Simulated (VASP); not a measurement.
# ZrSc (P-6m2) in VASP: single point with LDA

Aim: the single point of ZrSc with LDA.

All numbers are computed with VASP 6.6.1; they aren't measurements. Logs are shortened: lines on timing, memory, paths and dates and some standing lists are left out, and cuts for length are marked.

### 1 The cell of the first run

The structure is hexagonal, space group P-6m2 (No. 187). The conventional cell has a = 3.105 Å, b = 3.105 Å, c = 4.882 Å, α = 90.00°, β = 90.00°, γ = 120.00°. Zr (site symmetry -6m2) has 6 Sc at 3.03 Å and 6 Zr at 3.11 Å within 4.0 Å. Within 4.0 Å of Sc (site symmetry -6m2) lie 6 Zr at 3.03 Å and 6 Sc at 3.11 Å.

### 2 Single point, LDA

Contents of INCAR:

```
SYSTEM = ZrSc
ALGO = Fast ; EDIFF = 1E-6
ENCUT = 520 ; ISIF = 2
ISMEAR = 0 ; LASPH = .TRUE.
LCHARG = .FALSE. ; LREAL = .FALSE.
LWAVE = .FALSE. ; NBANDS = 18
NELM = 60 ; PREC = Accurate
SIGMA = 0.15
```

Contents of KPOINTS:

```
k-points
0
G
  18 18 10
  0 0 0
```

Contents of POSCAR:

```
ZrSc
1.0
    3.1051110466      0.0000000000      0.0000000000
   -1.5525555233      2.6891050479      0.0000000000
    0.0000000000      0.0000000000      4.8818987629
Zr Sc
1 1
Direct
    0.6666666667      0.3333333333      0.0000000000
    0.0000000000      0.0000000000      0.5000000000
```

Potentials or basis: VASP PAW LDA potentials, release 64 (Zr_sv, Sc_sv).

Started as:

```console
cat potpaw_LDA.64/Zr_sv/POTCAR potpaw_LDA.64/Sc_sv/POTCAR > POTCAR
mpirun -np 1 vasp_std > vasp.out
```

OUTCAR:

```text
SYSTEM = ZrSc
   EDIFF = 1E-6
   ENCUT = 520
   ISIF = 2
   ISMEAR = 0
   LASPH = .TRUE.
   LREAL = .FALSE.
   NELM = 60
   PREC = Accurate

 ion  position               nearest neighbor table
   1  0.667  0.333  0.000-   2 3.03   2 3.03   2 3.03   2 3.03   2 3.03   2 3.03
   2  0.000  0.000  0.500-   1 3.03   1 3.03   1 3.03   1 3.03   1 3.03   1 3.03

  LATTYP: Found a hexagonal cell.
 ALAT       =     3.1051110466
 C/A-ratio  =     1.5722139046

  Lattice vectors:

 A1 = (   3.1051110466,   0.0000000000,   0.0000000000)
 A2 = (  -1.5525555233,   2.6891050479,   0.0000000000)
 A3 = (   0.0000000000,   0.0000000000,   4.8818987629)

Analysis of symmetry for initial positions (statically):
=====================================================================
 Subroutine PRICEL returns:
 Original cell was already a primitive cell.

 Routine SETGRP: Setting up the symmetry group for a
 hexagonal supercell.

 Subroutine GETGRP returns: Found 12 space group operations
 (whereof 12 operations were pure point group operations)
 out of a pool of 24 trial point group operations.

The static configuration has the point symmetry D_3h.

Analysis of symmetry for dynamics (positions and initial velocities):
=====================================================================
 Subroutine PRICEL returns:
 Original cell was already a primitive cell.

 Routine SETGRP: Setting up the symmetry group for a
 hexagonal supercell.

 Subroutine GETGRP returns: Found 12 space group operations
 (whereof 12 operations were pure point group operations)
 out of a pool of 24 trial point group operations.

The dynamic configuration has the point symmetry D_3h.

 Subroutine INISYM returns: Found 12 space group operations
 (whereof 12 operations are pure point group operations),
 and found     1 'primitive' translations

----------------------------------------------------------------------------------------

                                     Primitive cell

  volume of cell :      40.7637

  direct lattice vectors                    reciprocal lattice vectors
     3.105111047  0.000000000  0.000000000     0.322049674  0.185935466  0.000000000
    -1.552555523  2.689105048  0.000000000     0.000000000  0.371870932  0.000000000
     0.000000000  0.000000000  4.881898763     0.000000000  0.000000000  0.204838332

  length of vectors
     3.105111047  3.105111047  4.881898763     0.371870932  0.371870932  0.204838332

  position of ions in fractional coordinates (direct lattice)
     0.666666667  0.333333333  0.000000000
     0.000000000  0.000000000  0.500000000

  ion indices of the primitive-cell ions
   primitive index   ion index
                 1           1
                 2           2

----------------------------------------------------------------------------------------

 KPOINTS: k-points

Automatic generation of k-mesh.
 Grid dimensions read from file:
 generate k-points for:   18   18   10

 Generating k-lattice:

  Cartesian coordinates                     Fractional coordinates (reciprocal lattice)
     0.017891649  0.010329748  0.000000000     0.055555556 -0.000000000  0.000000000
     0.000000000  0.020659496  0.000000000     0.000000000  0.055555556  0.000000000
     0.000000000  0.000000000  0.020483833     0.000000000  0.000000000  0.100000000

  Length of vectors
     0.020659496  0.020659496  0.020483833

  Shift w.r.t. Gamma in fractional coordinates (k-lattice)
     0.000000000  0.000000000  0.000000000

 Subroutine IBZKPT returns following result:
 ===========================================

 Found    222 irreducible k-points:

 Following reciprocal coordinates:
            Coordinates               Weight
  0.000000  0.000000  0.000000      1.000000
  0.055556  0.000000  0.000000      6.000000
  0.111111  0.000000  0.000000      6.000000
  0.166667  0.000000  0.000000      6.000000
  0.222222  0.000000  0.000000      6.000000
  0.277778  0.000000  0.000000      6.000000
[... 16 lines left out ...]
  0.333333  0.111111  0.000000     12.000000
  0.388889  0.111111  0.000000     12.000000
 [... further k-points ...]
   k-points           NKPTS =    222   k-points in BZ     NKDIM =    222   number of bands    NBANDS=     18
   number of dos      NEDOS =    301   number of ions     NIONS =      2
   total plane-waves  NPLWV =  20736
   dimension x,y,z NGX =    24 NGY =   24 NGZ =   36
   dimension x,y,z NGXF=    48 NGYF=   48 NGZF=   72
   ions per type =               1   1
   NGX,Y,Z   is equivalent  to a cutoff of  12.85, 12.85, 12.26 a.u.
   NGXF,Y,Z  is equivalent  to a cutoff of  25.70, 25.70, 24.52 a.u.
 SYSTEM =  ZrSc
   PREC   = accura    normal or accurate (medium, high low for compatibility)
   ISTART =      0    job   : 0-new  1-cont  2-samecut
   ICHARG =      2    charge: 1-file 2-atom 10-const
   ISPIN  =      1    spin polarized calculation?
   LNONCOLLINEAR =      F non collinear calculations
   LSORBIT =      F    spin-orbit coupling
   LASPH  =      T    aspherical Exc in radial PAW
   ENCUT  =  520.0 eV  38.22 Ry    6.18 a.u.   5.77  5.77  9.08*2*pi/ulx,y,z
   NELM   =     60;   NELMIN=  2; NELMDL= -5     # of ELM steps
   EDIFF  = 0.1E-05   stopping-criterion for ELM
   LREAL  =      F    real-space projection
   EDIFFG = 0.1E-04   stopping-criterion for IOM
   NSW    =      0    number of steps for IOM
   IBRION =     -1    ionic relax: 0-MD 1-quasi-New 2-CG
   NFREE  =      0    steps in history (QN), initial steepest desc. (CG)
   ISIF   =      2    stress and relaxation
   ISYM   =      2    0-nonsym 1-usesym 2-fastsym
   POTIM  = 0.5000    time-step for ionic-motion
   TEBEG  =    0.0;   TEEND  =   0.0 temperature during run
   PSTRESS=    0.0 pullay stress
   NELECT =      23.0000    total number of electrons
   NUPDOWN=      -1.0000    fix difference up-down
   EMIN   =  10.00;   EMAX   =-10.00  energy-range for DOS
   EFERMI =   0.00;   METHOD = LEGACY
   ISMEAR =     0;   SIGMA  =   0.15  broadening in eV -4-tet -1-fermi 0-gaus
   EFERMI_NEDOS =   21; number of points for ismear=-14 and -15
   IALGO  =     68    algorithm
   IMIX   =      4    mixing-type and parameters
     AMIX     =   0.40;   BMIX     =  1.00
     AMIX_MAG =   1.60;   BMIX_MAG =  1.00
  volume/ion in A,a.u.               =      20.38       137.54
  Fermi-wavevector in a.u.,A,eV,Ry     =   1.352777  2.556378 24.898739  1.830006
  Thomas-Fermi vector in A             =   2.480088
   LORBIT       =      0    0 simple, 1 ext, 2 COOP (PROOUT), +10 PAW based schemes
   GGA     = CA    functional components
   LHFCALC =     F    Hartree Fock is set to
   AEXX    =    0.0000 exact exchange contribution
   IVDW    =     0    specifies the selected vdW correction
   LEPSILON=     F    determine dielectric tensor
   LRPA    =     F    only Hartree local field effects (RPA)
 non-spin polarized calculation
 RMM-DIIS sequential band-by-band and
 Gauss-broadening in eV      SIGMA  =   0.15
  energy-cutoff  :      520.00
  volume of cell :       40.76
 maximum number of plane-waves:      1112
 NGX is ok and might be reduce to    24
   NGX = 11   NGY = 11   NGZ = 19

 number of electron      23.0000003 magnetization

 Free energy of the ion-electron system (eV)
  ---------------------------------------------------
  ext. energy  EPLUGINS =         0.00000000
  ---------------------------------------------------
  free energy    TOTEN  =       -15.95847919 eV

  energy without entropy =      -15.92044939  energy(sigma->0) =      -15.93946429

 E-fermi :   7.3866     XC(G=0): -11.4427

 val. band max:        7.3803377124   @ k =   0.2778   0.0556   0.2000
 cond. band min:       7.3884052849   @ k =   0.4444   0.1111   0.5000
 fundamental gap:      0.0080675725
 Fermi energy:         7.3865527239

 k-point     1 :       0.0000    0.0000    0.0000
  band No.  band energies     occupation
      1     -40.8896      2.00000
      2     -40.6127      2.00000
      3     -20.1662      2.00000
      4     -19.5809      2.00000
      5     -19.5809      2.00000
      6     -18.6909      2.00000
[... 10 lines left out ...]
     17      10.0131      0.00000
     18      10.0131      0.00000

 k-point     2 :       0.0556    0.0000    0.0000
  band No.  band energies     occupation
      1     -40.8858      2.00000
      2     -40.6099      2.00000
      3     -20.1578      2.00000
      4     -19.5974      2.00000
      5     -19.5849      2.00000
      6     -18.6930      2.00000
[... 10 lines left out ...]
     17       9.9245      0.00000
     18       9.9412      0.00000

 k-point     3 :       0.1111    0.0000    0.0000
  band No.  band energies     occupation
      1     -40.8749      2.00000
      2     -40.6019      2.00000
      3     -20.1336      2.00000
      4     -19.6446      2.00000
      5     -19.5964      2.00000
      6     -18.6990      2.00000
[... 10 lines left out ...]
     17       9.7569      0.00000
     18       9.8567      0.00000

 k-point     4 :       0.1667    0.0000    0.0000
  band No.  band energies     occupation
      1     -40.8581      2.00000
      2     -40.5895      2.00000
      3     -20.0957      2.00000
      4     -19.7166      2.00000
      5     -19.6140      2.00000
      6     -18.7088      2.00000
[... 10 lines left out ...]
     17       9.9345      0.00000
     18      10.1661      0.00000

 k-point     5 :       0.2222    0.0000    0.0000
  band No.  band energies     occupation
      1     -40.8375      2.00000
      2     -40.5742      2.00000
      3     -20.0480      2.00000
      4     -19.8041      2.00000
      5     -19.6356      2.00000
      6     -18.7575      2.00000
[... 10 lines left out ...]
     17      10.3187      0.00000
     18      10.5919      0.00000

 k-point     6 :       0.2778    0.0000    0.0000
  band No.  band energies     occupation
      1     -40.8158      2.00000
      2     -40.5576      2.00000
      3     -19.9955      2.00000
      4     -19.8966      2.00000
      5     -19.6585      2.00000
      6     -18.9307      2.00000
[... 10 lines left out ...]
     17      10.7978      0.00000
     18      11.1419      0.00000

 k-point     7 :       0.3333    0.0000    0.0000
  band No.  band energies     occupation
      1     -40.7953      2.00000
      2     -40.5417      2.00000
      3     -19.9829      2.00000
      4     -19.9442      2.00000
      5     -19.6799      2.00000
      6     -19.0892      2.00000
[... 10 lines left out ...]
     17      11.3964      0.00000
     18      11.8242      0.00000

 k-point     8 :       0.3889    0.0000    0.0000
  band No.  band energies     occupation
      1     -40.7787      2.00000
      2     -40.5286      2.00000
      3     -20.0529      2.00000
      4     -19.9007      2.00000
      5     -19.6973      2.00000
      6     -19.2155      2.00000
[... 10 lines left out ...]
     17      12.1253      0.00000
     18      12.5793      0.00000
[... 229 lines left out ...]
     17       9.9513      0.00000
     18      10.4692      0.00000

 k-point    20 :       0.1667    0.1111    0.0000
  band No.  band energies     occupation
      1     -40.8296      2.00000
      2     -40.5681      2.00000
      3     -20.0290      2.00000
      4     -19.8252      2.00000
      5     -19.6579      2.00000
      6     -18.7977      2.00000
[... 10 lines left out ...]
     17      10.3133      0.00000
     18      10.9949      0.00000

 k-point    21 :       0.2222    0.1111    0.0000
  band No.  band energies     occupation
      1     -40.8091      2.00000
      2     -40.5524      2.00000
      3     -19.9792      2.00000
      4     -19.9049      2.00000
      5     -19.6872      2.00000
      6     -18.9457      2.00000
[... 10 lines left out ...]
     17      10.8862      0.00000
     18      11.6552      0.00000

 k-point    22 :       0.2778    0.1111    0.0000
  band No.  band energies     occupation
      1     -40.7900      2.00000
      2     -40.5374      2.00000
      3     -19.9797      2.00000
      4     -19.9305      2.00000
      5     -19.7145      2.00000
      6     -19.0816      2.00000
[... 10 lines left out ...]
     17      11.4361      0.00000
     18      12.4256      0.00000

 k-point    23 :       0.3333    0.1111    0.0000
  band No.  band energies     occupation
      1     -40.7744      2.00000
      2     -40.5251      2.00000
      3     -20.0408      2.00000
      4     -19.8895      2.00000
      5     -19.7362      2.00000
      6     -19.1904      2.00000
[... 10 lines left out ...]
     17      11.9286      0.00000
     18      12.7871      0.00000

 k-point    24 :       0.3889    0.1111    0.0000
  band No.  band energies     occupation
      1     -40.7643      2.00000
      2     -40.5169      2.00000
      3     -20.0808      2.00000
      4     -19.8619      2.00000
      5     -19.7500      2.00000
      6     -19.2606      2.00000
[... 10 lines left out ...]
     17      12.3830      0.00000
     18      12.8177      0.00000

 [... further k-points ...]
[... 5 lines left out ...]
  --------------------------------------------------------------------------------------
  -------------------------------------------------------------------------------------
  Total        1.7651109      1.7651109      1.9507358      0.0000000      0.0000000      0.0000000
  in kB       69.3759460     69.3759460     76.6717486      0.0000000      0.0000000      0.0000000
  external PRESSURE =      71.8078802 kB  Pullay stress =       0.0000000 kB

 VOLUME and BASIS-vectors are now :
 -----------------------------------------------------------------------------
  energy-cutoff  :      520.00
  volume of cell :       40.76
      direct lattice vectors                 reciprocal lattice vectors
     3.105111047  0.000000000  0.000000000     0.322049674  0.185935466  0.000000000
    -1.552555523  2.689105048  0.000000000     0.000000000  0.371870932  0.000000000
     0.000000000  0.000000000  4.881898763     0.000000000  0.000000000  0.204838332

 POSITION                                       TOTAL-FORCE (eV/Angst)
 -----------------------------------------------------------------------------------
      1.55256      0.89637      0.00000         0.000000     -0.000000      0.000000
      0.00000      0.00000      2.44095        -0.000000      0.000000      0.000000
 -----------------------------------------------------------------------------------
    total drift:                               -0.000000      0.000000      0.000000

  FREE ENERGIE OF THE ION-ELECTRON SYSTEM (eV)
  ---------------------------------------------------
  free  energy   TOTEN  =       -15.9584791894 eV

  energy  without entropy=      -15.9204493912  energy(sigma->0) =      -15.93946429
```

Run time: 5 min. Hardware: 1 thread of Intel Xeon Platinum 8259CL at 2.50GHz (Skylake/Cascade Lake), shared host; peak memory 0.27 GiB.

What came out:

* Free energy: -15.9585 eV
* Pressure: 7.2 GPa
* Band gap on the k mesh: zero (an odd number of electrons rules out a gap without spin polarisation)

Stress tensor (GPa, compression positive):
```
6.94 0.00 0.00
0.00 6.94 0.00
0.00 0.00 7.67
```

Caveat: the cell stands under pressure.
